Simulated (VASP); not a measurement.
# BaTiO3 (Cm) in VASP: further runs, part 2 of 2

VASP 6.6.1. Earlier steps stand in the parts before.

### 4 Electric field gradients, PBE (equal xy, yz and zx shear strains of +1 %)

File INCAR:

```
SYSTEM = BaTiO3
ALGO = Normal
EDIFF = 1E-8
ENCUT = 1000
GGA = PE
GGA_COMPAT = .FALSE.
ISIF = 2
ISMEAR = -1
LASPH = .TRUE.
LCHARG = .FALSE.
LEFG = .TRUE.
LREAL = .FALSE.
LWAVE = .FALSE.
NBANDS = 28
NELM = 120
PREC = Accurate
SIGMA = 0.08
```

File KPOINTS:

```
k-points
0
G
  7 7 7
  0 0 0
```

File POSCAR:

```
BaTiO3
1.0
    3.9998000000      0.0199990000      0.0199990000
    0.0199990000      3.9998000000      0.0199990000
    0.0200900000      0.0200900000      4.0180000000
Ba Ti O
1 1 3
Direct
    0.0000000000      0.0000000000      0.0000000000
    0.5000000000      0.5000000000      0.4820000000
    0.5000000000      0.5000000000      0.0160000000
    0.5000000000      0.0000000000      0.5150000000
    0.0000000000      0.5000000000      0.5150000000
```

Potentials or basis: VASP PAW PBE potentials, release 64 (Ba_sv, Ti_sv, O_h).

On the command line:

```console
> cat potpaw_PBE.64/Ba_sv/POTCAR potpaw_PBE.64/Ti_sv/POTCAR potpaw_PBE.64/O_h/POTCAR > POTCAR
> mpirun -np 1 vasp_std > vasp.out
```

OUTCAR:

```text
SYSTEM = BaTiO3
   EDIFF = 1E-8
   ENCUT = 1000
   GGA = PE
   ISIF = 2
   ISMEAR = -1
   LASPH = .TRUE.
   LREAL = .FALSE.
   NELM = 120
   PREC = Accurate

 ion  position               nearest neighbor table
   1  0.000  0.000  0.000-   4 2.78   5 2.78   5 2.81   4 2.81   3 2.81   3 2.81   3 2.84   3 2.84
                             4 2.86   5 2.86   4 2.89   5 2.89   2 3.42   2 3.42   2 3.42   2 3.46
   2  0.500  0.500  0.482-   3 1.87   4 2.00   5 2.00   4 2.01   5 2.01   3 2.15   1 3.42   1 3.42
                             1 3.42   1 3.46   1 3.50   1 3.50   1 3.50   1 3.55
   3  0.500  0.500  0.016-   2 1.87   2 2.15   1 2.81   1 2.81   1 2.84   1 2.84
   4  0.500  0.000  0.515-   2 2.00   2 2.01   1 2.78   1 2.81   1 2.86   1 2.89
   5  0.000  0.500  0.515-   2 2.00   2 2.01   1 2.78   1 2.81   1 2.86   1 2.89

  LATTYP: Found a base centered monoclinic cell.
 ALAT       =     5.6849949728
 B/A-ratio  =     0.9900252466
 C/A-ratio  =     0.7067905017
 COS(beta)  =    -0.0141062544

  Lattice vectors:

 A1 = (  -3.9998000000,  -0.0199990000,  -0.0199990000)
 A2 = (  -0.0199990000,  -3.9998000000,  -0.0199990000)
 A3 = (   0.0200900000,   0.0200900000,   4.0180000000)

Analysis of symmetry for initial positions (statically):
=====================================================================
 Subroutine PRICEL returns:
 Original cell was already a primitive cell.

 Routine SETGRP: Setting up the symmetry group for a
 base centered monoclinic supercell.

 Subroutine GETGRP returns: Found  2 space group operations
 (whereof  2 operations were pure point group operations)
 out of a pool of  4 trial point group operations.

[... 925 lines left out ...]
  --------------------------------------------------------------------------------------
  -------------------------------------------------------------------------------------
  Total        1.6079204      1.6079204      2.2246785     -0.5239144     -0.4772075     -0.4772075
  in kB       40.0793893     40.0793893     55.4528437    -13.0592086    -11.8949826    -11.8949827
  external PRESSURE =      45.2038741 kB  Pullay stress =       0.0000000 kB

 VOLUME and BASIS-vectors are now :
 -----------------------------------------------------------------------------
  energy-cutoff  :     1000.00
  volume of cell :       64.28
      direct lattice vectors                 reciprocal lattice vectors
     3.999800000  0.019999000  0.019999000     0.250024940 -0.001243905 -0.001243905
     0.019999000  3.999800000  0.019999000    -0.001243905  0.250024940 -0.001243905
     0.020090000  0.020090000  4.018000000    -0.001238271 -0.001238271  0.248892423

 POSITION                                       TOTAL-FORCE (eV/Angst)
 -----------------------------------------------------------------------------------
      0.00000      0.00000      0.00000        -0.001363     -0.001363     -0.066847
      2.01958      2.01958      1.95667        -0.023049     -0.023049      0.054560
      2.01022      2.01022      0.08429         0.012497      0.012497      0.326908
      2.01025      0.02035      2.07927         0.010847      0.001068     -0.157310
      0.02035      2.01025      2.07927         0.001068      0.010847     -0.157310
 -----------------------------------------------------------------------------------
    total drift:                               -0.000368     -0.000368      0.003002

  FREE ENERGIE OF THE ION-ELECTRON SYSTEM (eV)
  ---------------------------------------------------
  free  energy   TOTEN  =       -40.0013496155 eV

  energy  without entropy=      -40.0013484441  energy(sigma->0) =      -40.00134903

 Electric field gradients (V/A^2)
---------------------------------------------------------------------
 ion       V_xx      V_yy      V_zz      V_xy      V_xz      V_yz
---------------------------------------------------------------------
   1       2.224     2.224    -4.448     6.614     6.662     6.662
   2       0.948     0.948    -1.897    -1.812    -1.864    -1.864
   3      -8.260    -8.260    16.519    -0.066     1.204     1.204
   4     -13.243    27.466   -14.223     1.399    -0.072     1.352
   5      27.466   -13.243   -14.223     1.399     1.352    -0.072
---------------------------------------------------------------------

 Electric field gradients after diagonalization (V/A^2)
 (convention: |V_zz| > |V_xx| > |V_yy|)
----------------------------------------------------------------------
 ion       V_xx      V_yy      V_zz     asymmetry (V_yy - V_xx)/ V_zz
----------------------------------------------------------------------
   1      -9.333    -4.390    13.723       0.360
   2       2.760     1.306    -4.066       0.358
   3      -8.442    -8.193    16.636       0.015
   4     -14.281   -13.277    27.558       0.036
   5     -14.281   -13.277    27.558       0.036
----------------------------------------------------------------------

           NMR quadrupolar parameters

 Cq : quadrupolar parameter    Cq=e*Q*V_zz/h
 eta: asymmetry parameters     (V_yy - V_xx)/ V_zz
 Q  : nuclear electric quadrupole moment in mb (millibarn)
----------------------------------------------------------------------
 ion       Cq(MHz)       eta       Q (mb)
----------------------------------------------------------------------
   1       0.033       0.360       1.000
   2      -0.010       0.358       1.000
   3       0.040       0.015       1.000
   4       0.067       0.036       1.000
   5       0.067       0.036       1.000
----------------------------------------------------------------------
```

Wall time 8.4 min (1 thread of Intel Xeon Platinum 8259CL at 2.50GHz (Skylake/Cascade Lake), shared host); peak memory 0.61 GiB.

Results:

```yaml
Free_energy: -40.0013 eV
Pressure: 4.5 GPa
Largest_force: 0.327 eV/Å
Band_gap_on_the_k_mesh: 1.87 eV (least direct gap 2.07 eV)
Largest_electric_field_gradient_by_atom: Ba +13.7; Ti -4.1; O +16.6, +27.6 (each value once) V/Å²
```

Forces on the atoms (eV/Å):
```
Ba  -0.001 -0.001 -0.067
Ti  -0.023 -0.023  0.055
O    0.012  0.012  0.327
O    0.011  0.001 -0.157
O    0.001  0.011 -0.157
```

Stress tensor (GPa, compression positive):
```
 4.01 -1.31 -1.19
-1.31  4.01 -1.19
-1.19 -1.19  5.55
```

Levels at points of the mesh, in eV from the valence-band top:
```csv
k point,band 16,band 17,band 18,band 19,band 20,band 21,band 22,band 23,band 24,band 25
"(0.00, 0.00, 0.00)",-1.19,-1.05,-0.31,-0.24,-0.20,1.87,2.15,2.18,4.08,4.22
```

Electric field gradients, principal values (V/Å²):
| atom | least | middle | greatest (by size) |
| --- | --- | --- | --- |
| 1 Ba | -4.390 | -9.333 | 13.723 |
| 2 Ti | 1.306 | 2.760 | -4.066 |
| 3 O | -8.193 | -8.442 | 16.636 |
| 4 O | -13.277 | -14.281 | 27.558 |
| 5 O | -13.277 | -14.281 | 27.558 |

Caveat: the cell differs from its parent crystal (equal xy, yz and zx shear strains of +1 %); the cell stands under pressure; without QUAD_EFG the Cq values of the log hold for a quadrupole moment of 1 mb, not for the nuclei; spin-orbit coupling is left out, which moves the levels of the heavy elements. A k mesh can miss the band edges.

### 5 Summary

```csv
cell,gap on the mesh (eV),pressure (GPa),largest force (eV/Å)
"a = 4.000, b = 4.000, c = 4.018 Å, angles 91.1°, 5 atoms",1.85,4.6,0.33
"a = 4.001, b = 4.001, c = 4.019 Å, angles 91.7°, 5 atoms",1.81,4.8,0.34
"a = 4.000, b = 4.000, c = 4.018 Å, angles 89.4°, 5 atoms",1.87,4.5,0.33
```

Alike in all rows: task electric field gradients; level PBE; potentials or basis VASP PAW PBE potentials, release 64 (Ba_sv, Ti_sv, O_h); no spin polarisation; k mesh 7 × 7 × 7; cutoff (eV) 1000; smearing fermi-dirac 0.08 eV.

Caveats: the cell stands under pressure; spin-orbit coupling is left out, which moves the levels of the heavy elements.

Total energies depend on the potentials used, so only differences within one code and one set of settings carry meaning.
